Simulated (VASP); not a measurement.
# Ta3Si (Fm-3m) in VASP: further runs

The runs below take Ta3Si through single point, relaxation of cell and atoms, with PBEsol.

Program: VASP 6.6.1. These are calculated values, not measurements. Logs are shortened: lines on timing, memory, paths and dates and some standing lists are left out, and cuts for length are marked.

## Step 1: The cell of the first run

It takes space group Fm-3m (No. 225, cubic). Conventional cell: a = 6.396 Å, b = 6.396 Å, c = 6.396 Å, α = 90.00°, β = 90.00°, γ = 90.00°. Within 3.7 Å of Ta (site symmetry -43m) lie 10 Ta at 2.77 to 3.20 Å and 4 Si at 2.77 Å. Ta (site symmetry m-3m) has 8 Ta at 2.77 Å and 6 Si at 3.20 Å within 3.7 Å. Within 3.7 Å of Si (site symmetry m-3m) lie 14 Ta at 2.77 to 3.20 Å.

## Step 2: Single point, PBEsol

File INCAR:

```
PREC = Accurate
ENCUT = 520
EDIFF = 1E-6
ISMEAR = 0
SIGMA = 0.1
LREAL = False
LASPH = True
NELM = 80
ALGO = Fast
ISIF = 2
LWAVE = False
LCHARG = True
GGA = PS
LELF = True
LVHAR = True
NBANDS = 26
```

File KPOINTS:

```
regular mesh
0
Gamma
  12 12 12
```

File POSCAR:

```
Ta3Si
1.0
    0.0000000000      3.1978001202      3.1978001202
    3.1978001202      0.0000000000      3.1978001202
    3.1978001202      3.1978001202      0.0000000000
Ta Si
3 1
Direct
    0.2500000000      0.2500000000      0.2500000000
    0.7500000000      0.7500000000      0.7500000000
    0.5000000000      0.5000000000      0.5000000000
    0.0000000000      0.0000000000      0.0000000000
```

Potentials or basis: VASP PAW PBE potentials, release 64 (Ta_pv, Si).

The run is started by

```bash
cat potpaw_PBE.64/Ta_pv/POTCAR potpaw_PBE.64/Si/POTCAR > POTCAR
mpirun -np 1 vasp_std > vasp.out
```

OUTCAR:

```text
PREC = Accurate
   ENCUT = 520
   EDIFF = 1E-6
   ISMEAR = 0
   LREAL = False
   LASPH = True
   NELM = 80
   ISIF = 2
   GGA = PS

 ion  position               nearest neighbor table
   1  0.250  0.250  0.250-   4 2.77   4 2.77   4 2.77   3 2.77   4 2.77   3 2.77   3 2.77   3 2.77
                             2 3.20   2 3.20   2 3.20   2 3.20   2 3.20   2 3.20
   2  0.750  0.750  0.750-   3 2.77   3 2.77   3 2.77   3 2.77   4 2.77   4 2.77   4 2.77   4 2.77
                             1 3.20   1 3.20   1 3.20   1 3.20   1 3.20   1 3.20
   3  0.500  0.500  0.500-   1 2.77   1 2.77   1 2.77   1 2.77   2 2.77   2 2.77   2 2.77   2 2.77
                             4 3.20   4 3.20   4 3.20   4 3.20   4 3.20   4 3.20
   4  0.000  0.000  0.000-   2 2.77   2 2.77   2 2.77   1 2.77   2 2.77   1 2.77   1 2.77   1 2.77
                             3 3.20   3 3.20   3 3.20   3 3.20   3 3.20   3 3.20

  LATTYP: Found a face centered cubic cell.
 ALAT       =     6.3956002404

  Lattice vectors:

 A1 = (   0.0000000000,   3.1978001202,   3.1978001202)
 A2 = (   3.1978001202,   0.0000000000,   3.1978001202)
 A3 = (   3.1978001202,   3.1978001202,   0.0000000000)

Analysis of symmetry for initial positions (statically):
=====================================================================
 Subroutine PRICEL returns:
 Original cell was already a primitive cell.

 Routine SETGRP: Setting up the symmetry group for a
 face centered cubic supercell.

 Subroutine GETGRP returns: Found 48 space group operations
 (whereof 48 operations were pure point group operations)
 out of a pool of 48 trial point group operations.

The static configuration has the point symmetry O_h .

Analysis of symmetry for dynamics (positions and initial velocities):
=====================================================================
 Subroutine PRICEL returns:
 Original cell was already a primitive cell.

 Routine SETGRP: Setting up the symmetry group for a
 face centered cubic supercell.

 Subroutine GETGRP returns: Found 48 space group operations
 (whereof 48 operations were pure point group operations)
 out of a pool of 48 trial point group operations.

The dynamic configuration has the point symmetry O_h .

 Subroutine INISYM returns: Found 48 space group operations
 (whereof 48 operations are pure point group operations),
 and found     1 'primitive' translations

----------------------------------------------------------------------------------------

[... 86 lines left out ...]
 SYSTEM =  unknown system
   PREC   = accura    normal or accurate (medium, high low for compatibility)
   ISTART =      0    job   : 0-new  1-cont  2-samecut
   ICHARG =      2    charge: 1-file 2-atom 10-const
   ISPIN  =      1    spin polarized calculation?
   LNONCOLLINEAR =      F non collinear calculations
   LSORBIT =      F    spin-orbit coupling
   LASPH  =      T    aspherical Exc in radial PAW
   ENCUT  =  520.0 eV  38.22 Ry    6.18 a.u.   8.41  8.41  8.41*2*pi/ulx,y,z
   NELM   =     80;   NELMIN=  2; NELMDL= -5     # of ELM steps
   EDIFF  = 0.1E-05   stopping-criterion for ELM
   LREAL  =      F    real-space projection
[... 7 lines left out ...]
   TEBEG  =    0.0;   TEEND  =   0.0 temperature during run
   PSTRESS=    0.0 pullay stress
   NELECT =      37.0000    total number of electrons
   NUPDOWN=      -1.0000    fix difference up-down
   EMIN   =  10.00;   EMAX   =-10.00  energy-range for DOS
   EFERMI =   0.00;   METHOD = LEGACY
   ISMEAR =     0;   SIGMA  =   0.10  broadening in eV -4-tet -1-fermi 0-gaus
   EFERMI_NEDOS =   21; number of points for ismear=-14 and -15
   IALGO  =     68    algorithm
   IMIX   =      4    mixing-type and parameters
     AMIX     =   0.40;   BMIX     =  1.00
     AMIX_MAG =   1.60;   BMIX_MAG =  1.00
  volume/ion in A,a.u.               =      16.35       110.34
  Fermi-wavevector in a.u.,A,eV,Ry     =   1.353986  2.558662 24.943253  1.833277
  Thomas-Fermi vector in A             =   2.481195
   LORBIT       =      0    0 simple, 1 ext, 2 COOP (PROOUT), +10 PAW based schemes
   GGA     = PS    functional components
   LHFCALC =     F    Hartree Fock is set to
   AEXX    =    0.0000 exact exchange contribution
   IVDW    =     0    specifies the selected vdW correction
   LEPSILON=     F    determine dielectric tensor
   LRPA    =     F    only Hartree local field effects (RPA)
 non-spin polarized calculation
 RMM-DIIS sequential band-by-band and
 Gauss-broadening in eV      SIGMA  =   0.10
  energy-cutoff  :      520.00
  volume of cell :       65.40
 maximum number of plane-waves:      1807
 NGX is ok and might be reduce to    36
   NGX = 17   NGY = 17   NGZ = 17

 number of electron      36.9999998 magnetization

 Free energy of the ion-electron system (eV)
  ---------------------------------------------------
  ext. energy  EPLUGINS =         0.00000000
  ---------------------------------------------------
  free energy    TOTEN  =       -43.58976279 eV

  energy without entropy =      -43.57123785  energy(sigma->0) =      -43.58050032

 E-fermi :   7.1354     XC(G=0): -12.6326

 val. band max:        7.1344526261   @ k =  -0.1667   0.2500   0.0833
 cond. band min:       7.1470348212   @ k =   0.5000   0.2500   0.0833
 fundamental gap:      0.0125821951
 Fermi energy:         7.1353891286

 k-point     1 :       0.0000    0.0000    0.0000
  band No.  band energies     occupation
      1     -27.0928      2.00000
      2     -27.0928      2.00000
      3     -27.0928      2.00000
      4     -27.0597      2.00000
      5     -27.0597      2.00000
      6     -27.0597      2.00000
[... 685 lines left out ...]
     25      11.0034      0.00000
     26      11.4542      0.00000

 [... further k-points ...]
[... 5 lines left out ...]
  --------------------------------------------------------------------------------------
  -------------------------------------------------------------------------------------
  Total        0.1227237      0.1227237      0.1227237      0.0000000     -0.0000000      0.0000000
  in kB        3.0064568      3.0064568      3.0064568      0.0000000     -0.0000000      0.0000000
  external PRESSURE =       3.0064568 kB  Pullay stress =       0.0000000 kB

 VOLUME and BASIS-vectors are now :
 -----------------------------------------------------------------------------
  energy-cutoff  :      520.00
  volume of cell :       65.40
      direct lattice vectors                 reciprocal lattice vectors
     0.000000000  3.197800120  3.197800120    -0.156357490  0.156357490  0.156357490
     3.197800120  0.000000000  3.197800120     0.156357490 -0.156357490  0.156357490
     3.197800120  3.197800120  0.000000000     0.156357490  0.156357490 -0.156357490

 POSITION                                       TOTAL-FORCE (eV/Angst)
 -----------------------------------------------------------------------------------
      1.59890      1.59890      1.59890        -0.000000     -0.000000     -0.000000
      4.79670      4.79670      4.79670        -0.000000      0.000000     -0.000000
      3.19780      3.19780      3.19780         0.000000     -0.000000      0.000000
      0.00000      0.00000      0.00000         0.000000     -0.000000      0.000000
 -----------------------------------------------------------------------------------
    total drift:                                0.000000      0.000000      0.000000

  FREE ENERGIE OF THE ION-ELECTRON SYSTEM (eV)
  ---------------------------------------------------
  free  energy   TOTEN  =       -43.5897627940 eV

  energy  without entropy=      -43.5712378505  energy(sigma->0) =      -43.58050032
```

Wall time 67 s (1 thread of Intel Xeon 6975P-C (Granite Rapids), shared host); peak memory 0.27 GiB.

Results:

```
Free energy : -43.5898 eV
Pressure    : 0.3 GPa
```

Caveat: the PAW data sets were made with another functional, which shifts forces and pressure a little; spin-orbit coupling is left out, which moves the levels of the heavy elements.

## Step 3: Relaxation of cell and atoms, PBEsol

File INCAR:

```
SYSTEM = Ta3Si
PREC = Accurate
ENCUT = 600
EDIFF = 1E-6
ISMEAR = 0
SIGMA = 0.1
LREAL = .FALSE.
LASPH = .TRUE.
NELM = 80
ALGO = Fast
ISIF = 3
LWAVE = .FALSE.
LCHARG = .FALSE.
GGA = PS
IBRION = 2
NSW = 80
EDIFFG = -0.01
```

File KPOINTS:

```
Automatic mesh
0
G
  12 12 12
  0 0 0
```

File POSCAR:

```
Ta3Si
1.0
    0.0000000000      3.1967592763      3.1967592763
    3.1967592763      0.0000000000      3.1967592763
    3.1967592763      3.1967592763      0.0000000000
Ta Si
3 1
Direct
    0.2500000000      0.2500000000      0.2500000000
    0.7500000000      0.7500000000      0.7500000000
    0.5000000000      0.5000000000      0.5000000000
    0.0000000000      0.0000000000      0.0000000000
```

Potentials or basis: VASP PAW PBE potentials, release 64 (Ta_pv, Si).

The run is started by

```bash
cat potpaw_PBE.64/Ta_pv/POTCAR potpaw_PBE.64/Si/POTCAR > POTCAR
mpirun -np 1 vasp_std > vasp.out
```

OUTCAR:

```text
SYSTEM = Ta3Si
   PREC = Accurate
   ENCUT = 600
   EDIFF = 1E-6
   ISMEAR = 0
   LREAL = .FALSE.
   LASPH = .TRUE.
   NELM = 80
   ISIF = 3
   GGA = PS
   IBRION = 2
   NSW = 80
   EDIFFG = -0.01

 ion  position               nearest neighbor table
   1  0.250  0.250  0.250-   4 2.77   4 2.77   4 2.77   3 2.77   4 2.77   3 2.77   3 2.77   3 2.77
                             2 3.20   2 3.20   2 3.20   2 3.20   2 3.20   2 3.20
   2  0.750  0.750  0.750-   3 2.77   3 2.77   3 2.77   3 2.77   4 2.77   4 2.77   4 2.77   4 2.77
                             1 3.20   1 3.20   1 3.20   1 3.20   1 3.20   1 3.20
   3  0.500  0.500  0.500-   1 2.77   1 2.77   1 2.77   1 2.77   2 2.77   2 2.77   2 2.77   2 2.77
                             4 3.20   4 3.20   4 3.20   4 3.20   4 3.20   4 3.20
   4  0.000  0.000  0.000-   2 2.77   2 2.77   2 2.77   1 2.77   2 2.77   1 2.77   1 2.77   1 2.77
                             3 3.20   3 3.20   3 3.20   3 3.20   3 3.20   3 3.20
[... 270 lines left out ...]
  ext. energy  EPLUGINS =         0.00000000
  ---------------------------------------------------
  free energy    TOTEN  =       -43.59081396 eV

  energy without entropy =      -43.57227360  energy(sigma->0) =      -43.58154378

 E-fermi :   7.1216     XC(G=0): -12.6251

 val. band max:        7.1210013555   @ k =  -0.1667   0.2500   0.0833
 cond. band min:       7.1281124487   @ k =   0.0000   0.0000   0.0000
 fundamental gap:      0.0071110932
 Fermi energy:         7.1216364262

 k-point     1 :       0.0000    0.0000    0.0000
  band No.  band energies     occupation
      1     -27.1074      2.00000
      2     -27.1074      2.00000
      3     -27.1074      2.00000
      4     -27.0753      2.00000
      5     -27.0753      2.00000
      6     -27.0753      2.00000
[... 589 lines left out ...]
     21       7.2304      0.12416
     22       9.3174      0.00000

 [... further k-points ...]
[... 5 lines left out ...]
  --------------------------------------------------------------------------------------
  -------------------------------------------------------------------------------------
  Total        0.0021648      0.0021648      0.0021648     -0.0000000      0.0000000     -0.0000000
  in kB        0.0529534      0.0529534      0.0529534     -0.0000000      0.0000000     -0.0000000
  external PRESSURE =       0.0529534 kB  Pullay stress =       0.0000000 kB
[... 19 lines left out ...]
  FREE ENERGIE OF THE ION-ELECTRON SYSTEM (eV)
  ---------------------------------------------------
  free  energy   TOTEN  =       -43.5908139629 eV

  energy  without entropy=      -43.5722735998  energy(sigma->0) =      -43.58154378

 reached required accuracy - stopping structural energy minimisation
```

OSZICAR:

```text
N       E                     dE             d eps       ncg     rms          rms(c)
DAV:   1     0.332797023359E+03    0.33280E+03   -0.22267E+04  3176   0.186E+03
DAV:   2    -0.303925950702E+02   -0.36319E+03   -0.35904E+03  3480   0.489E+02
DAV:   3    -0.447057657368E+02   -0.14313E+02   -0.13873E+02  4232   0.786E+01
[... 27 lines left out ...]
RMM:   3    -0.435907879633E+02    0.89801E-03   -0.55675E-03  3185   0.517E-01    0.109E-01
RMM:   4    -0.435908032681E+02   -0.15305E-04   -0.46511E-04  3199   0.172E-01    0.280E-02
RMM:   5    -0.435908076317E+02   -0.43636E-05   -0.18181E-04  3253   0.101E-01    0.161E-02
RMM:   6    -0.435908124363E+02   -0.48047E-05   -0.38972E-05  3692   0.440E-02    0.114E-02
RMM:   7    -0.435908141163E+02   -0.16799E-05   -0.10365E-05  2544   0.209E-02    0.478E-03
RMM:   8    -0.435908139629E+02    0.15332E-06   -0.24976E-06  1977   0.125E-02
   3 F= -.43590814E+02 E0= -.43581544E+02  d E =-.255677E-03
```

CONTCAR:

```text
Ta3Si
   1.00000000000000
    -0.0000000000000000    3.1993740499946570    3.1993740499946570
     3.1993740499946570   -0.0000000000000000    3.1993740499946570
     3.1993740499946570    3.1993740499946570    0.0000000000000000
  Ta              Si
     3     1
Direct
     0.2500000000000000    0.2500000000000000    0.2500000000000000
     0.7500000000000000    0.7500000000000000    0.7500000000000000
     0.5000000000000000    0.5000000000000000    0.5000000000000000
     0.0000000000000000    0.0000000000000000    0.0000000000000000

  0.00000000E+00  0.00000000E+00  0.00000000E+00
  0.00000000E+00  0.00000000E+00  0.00000000E+00
  0.00000000E+00  0.00000000E+00  0.00000000E+00
  0.00000000E+00  0.00000000E+00  0.00000000E+00
```

Wall time 2.1 min (1 thread of Intel Xeon 6975P-C (Granite Rapids), shared host); peak memory 0.28 GiB.

Results:

```yaml
Free_energy: -43.5908 eV
Relaxed_volume: 16.37 Å³/atom
Relaxed_cell: a = 4.525 Å, b = 4.525 Å, c = 4.525 Å, α = 60.00°, β = 60.00°, γ = 60.00°
Space_group_after_relaxing_to_0.05_Å: Fm-3m (No. 225)
Energy_gained_by_relaxing: 0.1 meV/atom
Ionic_steps: 3
Pressure_after_relaxing: 0.0 GPa
```

The path:
```csv
step,energy change (eV),largest force (eV/Å),pressure (GPa),volume (Å³)
1,0.0000,0.0000,0.52,65.34
2,0.0009,0.0000,-1.08,65.84
3,-0.0003,0.0000,0.01,65.50
```

Final structure:
```
Ta Si
1.0
     0.00000    3.19937    3.19937
     3.19937    0.00000    3.19937
     3.19937    3.19937    0.00000
Ta Si
3 1
Direct
  0.25000 0.25000 0.25000
  0.75000 0.75000 0.75000
  0.50000 0.50000 0.50000
  0.00000 0.00000 0.00000
```

Caveat: the PAW data sets were made with another functional, which shifts forces and pressure a little; spin-orbit coupling is left out, which moves the levels of the heavy elements.
